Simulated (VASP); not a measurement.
# MgS (Fm-3m) in VASP: further runs, part 2 of 2

VASP 6.6.1. The steps go on from the part before.

## (3) Single point, revPBE (17.93 Å³/atom)

This run uses another cell than the first one, of 17.93 Å³/atom.

File INCAR:

```
PREC = Accurate
ENCUT = 600
EDIFF = 1E-6
ISMEAR = 0
SIGMA = 0.05
LREAL = False
LASPH = True
NELM = 120
ALGO = Normal
ISIF = 2
LWAVE = False
LCHARG = True
GGA = RE
LELF = True
LVHAR = True
NBANDS = 11
GGA_COMPAT = False
```

File KPOINTS:

```
Automatic mesh
0
Gamma
  8 8 8
```

File POSCAR:

```
MgS
1.0
    0.0000000000      2.6174979465      2.6174979465
    2.6174979465      0.0000000000      2.6174979465
    2.6174979465      2.6174979465      0.0000000000
Mg S
1 1
Direct
    0.0000000000      0.0000000000      0.0000000000
    0.5000000000      0.5000000000      0.5000000000
```

Potentials or basis: VASP PAW PBE potentials, release 64 (Mg, S).

Run with:

```console
$ cat potpaw_PBE.64/Mg/POTCAR potpaw_PBE.64/S/POTCAR > POTCAR
$ mpirun -np 1 vasp_std > vasp.out
```

OUTCAR:

```text
PREC = Accurate
   ENCUT = 600
   EDIFF = 1E-6
   ISMEAR = 0
   LREAL = False
   LASPH = True
   NELM = 120
   ISIF = 2
   GGA = RE

 ion  position               nearest neighbor table
   1  0.000  0.000  0.000-   2 2.62   2 2.62   2 2.62   2 2.62   2 2.62   2 2.62
   2  0.500  0.500  0.500-   1 2.62   1 2.62   1 2.62   1 2.62   1 2.62   1 2.62

  LATTYP: Found a face centered cubic cell.
 ALAT       =     5.2349958930

  Lattice vectors:

 A1 = (   0.0000000000,   2.6174979465,   2.6174979465)
 A2 = (   2.6174979465,   0.0000000000,   2.6174979465)
 A3 = (   2.6174979465,   2.6174979465,   0.0000000000)

Analysis of symmetry for initial positions (statically):
=====================================================================
 Subroutine PRICEL returns:
 Original cell was already a primitive cell.

 Routine SETGRP: Setting up the symmetry group for a
 face centered cubic supercell.

 Subroutine GETGRP returns: Found 48 space group operations
 (whereof 48 operations were pure point group operations)
 out of a pool of 48 trial point group operations.

The static configuration has the point symmetry O_h .

Analysis of symmetry for dynamics (positions and initial velocities):
=====================================================================
 Subroutine PRICEL returns:
 Original cell was already a primitive cell.

 Routine SETGRP: Setting up the symmetry group for a
 face centered cubic supercell.

 Subroutine GETGRP returns: Found 48 space group operations
 (whereof 48 operations were pure point group operations)
 out of a pool of 48 trial point group operations.

The dynamic configuration has the point symmetry O_h .

 Subroutine INISYM returns: Found 48 space group operations
 (whereof 48 operations are pure point group operations),
 and found     1 'primitive' translations

----------------------------------------------------------------------------------------

                                     Primitive cell

  volume of cell :      35.8665

  direct lattice vectors                    reciprocal lattice vectors
     0.000000000  2.617497946  2.617497946    -0.191022117  0.191022117  0.191022117
[... 119 lines left out ...]
  energy-cutoff  :      600.00
  volume of cell :       35.87
 maximum number of plane-waves:      1243
 NGX is ok and might be reduce to    30
   NGX = 15   NGY = 15   NGZ = 15

 number of electron       7.9999999 magnetization

 Free energy of the ion-electron system (eV)
  ---------------------------------------------------
  ext. energy  EPLUGINS =         0.00000000
  ---------------------------------------------------
  free energy    TOTEN  =        -8.03269767 eV

  energy without entropy =       -8.03269767  energy(sigma->0) =       -8.03269767

 E-fermi :   3.9313     XC(G=0):  -9.4988

 val. band max:        3.6365405495   @ k =   0.0000   0.0000   0.0000
 cond. band min:       6.4909169480   @ k =   0.5000   0.5000   0.0000
 fundamental gap:      2.8543763985
 Fermi energy:         3.9312540028

 k-point     1 :       0.0000    0.0000    0.0000
  band No.  band energies     occupation
      1      -8.9169      2.00000
      2       3.6365      2.00000
      3       3.6365      2.00000
      4       3.6365      2.00000
      5       7.3301      0.00000
      6      11.6312      0.00000
      7      11.6312      0.00000
      8      11.6312      0.00000
      9      13.9793      0.00000
     10      13.9793      0.00000
     11      16.1978      0.00000
[... 309 lines left out ...]
 k-point    24 :      -0.3750    0.2500    0.1250
  band No.  band energies     occupation
      1      -7.4776      2.00000
      2      -0.5451      2.00000
      3       1.5690      2.00000
      4       2.5279      2.00000
      5       9.2494      0.00000
      6       9.7682      0.00000
      7      12.0544      0.00000
      8      13.0212      0.00000
      9      15.8784      0.00000
     10      16.8994      0.00000
     11      19.0982      0.00000

 [... further k-points ...]

------------------------ aborting loop because EDIFF is reached ----------------------------------------

  FORCE on cell =-STRESS in cart. coord.  units (eV):
  Direction    XX          YY          ZZ          XY          YZ          ZX
  --------------------------------------------------------------------------------------
  -------------------------------------------------------------------------------------
  Total        0.2497611      0.2497611      0.2497611      0.0000000     -0.0000000      0.0000000
  in kB       11.1569739     11.1569739     11.1569739      0.0000000     -0.0000000      0.0000000
  external PRESSURE =      11.1569739 kB  Pullay stress =       0.0000000 kB

 VOLUME and BASIS-vectors are now :
 -----------------------------------------------------------------------------
  energy-cutoff  :      600.00
  volume of cell :       35.87
      direct lattice vectors                 reciprocal lattice vectors
     0.000000000  2.617497946  2.617497946    -0.191022117  0.191022117  0.191022117
     2.617497946  0.000000000  2.617497946     0.191022117 -0.191022117  0.191022117
     2.617497946  2.617497946  0.000000000     0.191022117  0.191022117 -0.191022117

 POSITION                                       TOTAL-FORCE (eV/Angst)
 -----------------------------------------------------------------------------------
      0.00000      0.00000      0.00000        -0.000000     -0.000000     -0.000000
      2.61750      2.61750      2.61750         0.000000      0.000000      0.000000
 -----------------------------------------------------------------------------------
    total drift:                               -0.000000     -0.000000      0.000000

  FREE ENERGIE OF THE ION-ELECTRON SYSTEM (eV)
  ---------------------------------------------------
  free  energy   TOTEN  =        -8.0326976684 eV

  energy  without entropy=       -8.0326976684  energy(sigma->0) =       -8.03269767
```

Run time: 17 s. Hardware: 1 thread of AMD EPYC 7R43 (Zen 3), shared host; peak memory 0.14 GiB.

What came out:

| Item | Value |
| --- | --- |
| Free energy | -8.0327 eV |
| Pressure | 1.1 GPa |
| Band gap on the k mesh | 2.85 eV (least direct gap 3.69 eV) |

Caveat: the PAW data sets were made with another functional, which shifts forces and pressure a little.

## (4) Single point, revPBE (17.57 Å³/atom)

This run uses another cell than the first one, of 17.57 Å³/atom.

File INCAR:

```
ALGO = Normal
EDIFF = 1E-6
ENCUT = 600
GGA = RE
GGA_COMPAT = F
ISIF = 2
ISMEAR = 0
LASPH = T
LCHARG = F
LREAL = F
LWAVE = F
NBANDS = 11
NELM = 120
PREC = Accurate
SIGMA = 0.05
```

File KPOINTS:

```
k-points
0
Gamma
  8 8 8
```

File POSCAR:

```
MgS
1.0
    0.0000000000      2.5995693157      2.5995693157
    2.5995693157      0.0000000000      2.5995693157
    2.5995693157      2.5995693157      0.0000000000
Mg S
1 1
Direct
    0.0000000000      0.0000000000      0.0000000000
    0.5000000000      0.5000000000      0.5000000000
```

Potentials or basis: VASP PAW PBE potentials, release 64 (Mg, S).

Run with:

```console
$ cat potpaw_PBE.64/Mg/POTCAR potpaw_PBE.64/S/POTCAR > POTCAR
$ mpirun -np 1 vasp_std > vasp.out
```

OUTCAR:

```text
EDIFF = 1E-6
   ENCUT = 600
   GGA = RE
   ISIF = 2
   ISMEAR = 0
   LASPH = T
   LREAL = F
   NELM = 120
   PREC = Accurate

 ion  position               nearest neighbor table
   1  0.000  0.000  0.000-   2 2.60   2 2.60   2 2.60   2 2.60   2 2.60   2 2.60
   2  0.500  0.500  0.500-   1 2.60   1 2.60   1 2.60   1 2.60   1 2.60   1 2.60

  LATTYP: Found a face centered cubic cell.
 ALAT       =     5.1991386314

  Lattice vectors:

 A1 = (   0.0000000000,   2.5995693157,   2.5995693157)
 A2 = (   2.5995693157,   0.0000000000,   2.5995693157)
 A3 = (   2.5995693157,   2.5995693157,   0.0000000000)

Analysis of symmetry for initial positions (statically):
=====================================================================
 Subroutine PRICEL returns:
 Original cell was already a primitive cell.

 Routine SETGRP: Setting up the symmetry group for a
 face centered cubic supercell.

 Subroutine GETGRP returns: Found 48 space group operations
 (whereof 48 operations were pure point group operations)
 out of a pool of 48 trial point group operations.

The static configuration has the point symmetry O_h .

Analysis of symmetry for dynamics (positions and initial velocities):
=====================================================================
 Subroutine PRICEL returns:
 Original cell was already a primitive cell.

 Routine SETGRP: Setting up the symmetry group for a
 face centered cubic supercell.

 Subroutine GETGRP returns: Found 48 space group operations
 (whereof 48 operations were pure point group operations)
 out of a pool of 48 trial point group operations.

The dynamic configuration has the point symmetry O_h .

 Subroutine INISYM returns: Found 48 space group operations
 (whereof 48 operations are pure point group operations),
 and found     1 'primitive' translations

----------------------------------------------------------------------------------------

                                     Primitive cell

  volume of cell :      35.1345
[... 117 lines left out ...]
   IVDW    =     0    specifies the selected vdW correction
   LEPSILON=     F    determine dielectric tensor
   LRPA    =     F    only Hartree local field effects (RPA)
 non-spin polarized calculation
 Gauss-broadening in eV      SIGMA  =   0.05
  energy-cutoff  :      600.00
  volume of cell :       35.13
 maximum number of plane-waves:      1211
 NGX is ok and might be reduce to    30
   NGX = 15   NGY = 15   NGZ = 15

 number of electron       7.9999999 magnetization

 Free energy of the ion-electron system (eV)
  ---------------------------------------------------
  ext. energy  EPLUGINS =         0.00000000
  ---------------------------------------------------
  free energy    TOTEN  =        -8.02393387 eV

  energy without entropy =       -8.02393387  energy(sigma->0) =       -8.02393387

 E-fermi :   4.0303     XC(G=0):  -9.5849

 val. band max:        3.8181549052   @ k =   0.0000   0.0000   0.0000
 cond. band min:       6.7164414776   @ k =   0.5000   0.5000   0.0000
 fundamental gap:      2.8982865724
 Fermi energy:         4.0302894382

 k-point     1 :       0.0000    0.0000    0.0000
  band No.  band energies     occupation
      1      -8.8513      2.00000
      2       3.8182      2.00000
      3       3.8182      2.00000
      4       3.8182      2.00000
      5       7.6723      0.00000
      6      11.8000      0.00000
      7      11.8000      0.00000
      8      11.8000      0.00000
      9      14.1844      0.00000
     10      14.1844      0.00000
     11      16.4272      0.00000
[... 309 lines left out ...]
 k-point    24 :      -0.3750    0.2500    0.1250
  band No.  band energies     occupation
      1      -7.3519      2.00000
      2      -0.4639      2.00000
      3       1.6895      2.00000
      4       2.6730      2.00000
      5       9.4816      0.00000
      6       9.9926      0.00000
      7      12.3012      0.00000
      8      13.3035      0.00000
      9      16.1502      0.00000
     10      17.2585      0.00000
     11      19.4123      0.00000

 [... further k-points ...]

------------------------ aborting loop because EDIFF is reached ----------------------------------------

  FORCE on cell =-STRESS in cart. coord.  units (eV):
  Direction    XX          YY          ZZ          XY          YZ          ZX
  --------------------------------------------------------------------------------------
  -------------------------------------------------------------------------------------
  Total        0.6002032      0.6002032      0.6002032      0.0000000      0.0000000     -0.0000000
  in kB       27.3699921     27.3699921     27.3699921      0.0000000      0.0000000     -0.0000000
  external PRESSURE =      27.3699921 kB  Pullay stress =       0.0000000 kB

 VOLUME and BASIS-vectors are now :
 -----------------------------------------------------------------------------
  energy-cutoff  :      600.00
  volume of cell :       35.13
      direct lattice vectors                 reciprocal lattice vectors
     0.000000000  2.599569316  2.599569316    -0.192339553  0.192339553  0.192339553
     2.599569316  0.000000000  2.599569316     0.192339553 -0.192339553  0.192339553
     2.599569316  2.599569316  0.000000000     0.192339553  0.192339553 -0.192339553

 POSITION                                       TOTAL-FORCE (eV/Angst)
 -----------------------------------------------------------------------------------
      0.00000      0.00000      0.00000        -0.000000     -0.000000     -0.000000
      2.59957      2.59957      2.59957         0.000000      0.000000      0.000000
 -----------------------------------------------------------------------------------
    total drift:                               -0.000000     -0.000000      0.000000

  FREE ENERGIE OF THE ION-ELECTRON SYSTEM (eV)
  ---------------------------------------------------
  free  energy   TOTEN  =        -8.0239338663 eV

  energy  without entropy=       -8.0239338663  energy(sigma->0) =       -8.02393387
```

OSZICAR:

```text
N       E                     dE             d eps       ncg     rms          rms(c)
DAV:   1     0.272729962873E+02    0.27273E+02   -0.39984E+03   646   0.672E+02
DAV:   2    -0.662707572663E+01   -0.33900E+02   -0.32224E+02   814   0.106E+02
DAV:   3    -0.840123585677E+01   -0.17742E+01   -0.17700E+01   793   0.258E+01
DAV:   4    -0.841262562682E+01   -0.11390E-01   -0.11389E-01   754   0.249E+00
DAV:   5    -0.841272554759E+01   -0.99921E-04   -0.99920E-04   774   0.235E-01    0.494E+00
DAV:   6    -0.805894656830E+01    0.35378E+00   -0.74718E-01   704   0.346E+00    0.389E+00
DAV:   7    -0.802202426983E+01    0.36922E-01   -0.23085E-01   752   0.213E+00    0.249E+00
DAV:   8    -0.802409579153E+01   -0.20715E-02   -0.17976E-02   710   0.837E-01    0.107E+00
DAV:   9    -0.802389803872E+01    0.19775E-03   -0.77651E-04   734   0.166E-01    0.385E-01
DAV:  10    -0.802393366579E+01   -0.35627E-04   -0.21796E-04   738   0.701E-02    0.411E-02
DAV:  11    -0.802393421368E+01   -0.54789E-06   -0.25505E-05   749   0.243E-02    0.297E-02
DAV:  12    -0.802393386627E+01    0.34741E-06   -0.19683E-06   716   0.771E-03
   1 F= -.80239339E+01 E0= -.80239339E+01  d E =-.251625E-11
```

stdout:

```text
POSCAR found type information on POSCAR MgS
 POSCAR found :  2 types and       2 ions
 scaLAPACK will be used
 -----------------------------------------------------------------------------
|                                                                             |
|                                                                             |
|     You enforced a specific xc type in the INCAR file but a different       |
|     I HOPE YOU KNOW WHAT YOU ARE DOING!                                     |
|                                                                             |
 -----------------------------------------------------------------------------

 LDA part: xc-table for (Slater+PW92), standard interpolation
 POSCAR, INCAR and KPOINTS ok, starting setup
 FFT: planning ... GRIDC
 FFT: planning ... GRID_SOFT
 FFT: planning ... GRID
 WAVECAR not read
 entering main loop
```

Run time: 16 s. Hardware: 1 thread of AMD EPYC 7R43 (Zen 3), shared host; peak memory 0.14 GiB.

Results:

```
Free energy            : -8.0239 eV
Pressure               : 2.7 GPa
Band gap on the k mesh : 2.90 eV (least direct gap 3.85 eV)
```

Caveat: the PAW data sets were made with another functional, which shifts forces and pressure a little. revPBE gaps usually lie below the measured ones, often by a third to a half.

## (5) Single point, BLYP+D3(BJ)

This run uses another cell than the first one, of 17.61 Å³/atom.

File INCAR:

```
AGGAC = 1.0 ; AGGAX = 1.0
ALDAC = 0.0 ; ALDAX = 1.0
ALGO = Normal ; EDIFF = 1E-6
ENCUT = 600 ; GGA = B5
GGA_COMPAT = F ; ISIF = 2
ISMEAR = 0 ; IVDW = 12
LASPH = T ; LCHARG = T
LELF = T ; LREAL = F
LVHAR = T ; LWAVE = F
NBANDS = 11 ; NELM = 120
PREC = Accurate ; SIGMA = 0.05
VDW_A1 = 0.4298 ; VDW_A2 = 4.2359
VDW_S6 = 1.0 ; VDW_S8 = 2.6996
```

KPOINTS is that of step 4.

File POSCAR:

```
MgS
1.0
    0.0000000000      2.6016508254      2.6016508254
    2.6016508254      0.0000000000      2.6016508254
    2.6016508254      2.6016508254      0.0000000000
Mg S
1 1
Direct
    0.0000000000      0.0000000000      0.0000000000
    0.5000000000      0.5000000000      0.5000000000
```

Run with:

```console
$ cat potpaw_PBE.64/Mg/POTCAR potpaw_PBE.64/S/POTCAR > POTCAR
$ mpirun -np 1 vasp_std > vasp.out
```

Wall time 30 s (1 thread of AMD EPYC 7R43 (Zen 3), shared host); peak memory 0.15 GiB.

It converged, with:

- Free energy: -9.0543 eV
- Pressure: -3.8 GPa
- Band gap on the k mesh: 2.83 eV (least direct gap 3.89 eV)
- Dispersion energy per atom: -0.784 eV

Levels at points of the mesh, in eV from the valence-band top:
```csv
k point,band 1,band 2,band 3,band 4,band 5,band 6,band 7,band 8,band 9
"(0.00, 0.00, 0.00)",-12.60,0.00,0.00,0.00,3.89,8.14,8.14,8.14,10.39
"(0.50, 0.00, 0.00)",-11.32,-4.71,-0.57,-0.57,4.84,7.02,7.02,10.08,12.54
"(0.50, 0.50, 0.00)",-10.96,-4.06,-1.64,-1.64,2.83,4.72,12.25,12.80,13.48
```

Caveat: the cell stands under tension; the PAW data sets were made with another functional, which shifts forces and pressure a little.

## (6) Summary

| level | cell | gap on the mesh (eV) | pressure (GPa) |
| --- | --- | --- | --- |
| revPBE | a = 3.727 Å, angles 60.0°, 2 atoms | 2.81 | -0.3 |
| revPBE | a = 3.702 Å, angles 60.0°, 2 atoms | 2.85 | 1.1 |
| revPBE | a = 3.676 Å, angles 60.0°, 2 atoms | 2.90 | 2.7 |
| BLYP+D3(BJ) | a = 3.679 Å, angles 60.0°, 2 atoms | 2.83 | -3.8 |

Alike in all rows: task single point; potentials or basis VASP PAW PBE potentials, release 64 (Mg, S); no spin polarisation; k mesh 8 × 8 × 8; cutoff (eV) 600; smearing gaussian 0.05 eV.

Caveats: the PAW data sets were made with another functional, which shifts forces and pressure a little; the cell stands under tension (at least some runs).

Total energies depend on the potentials used, so only differences within one code and one set of settings carry meaning.
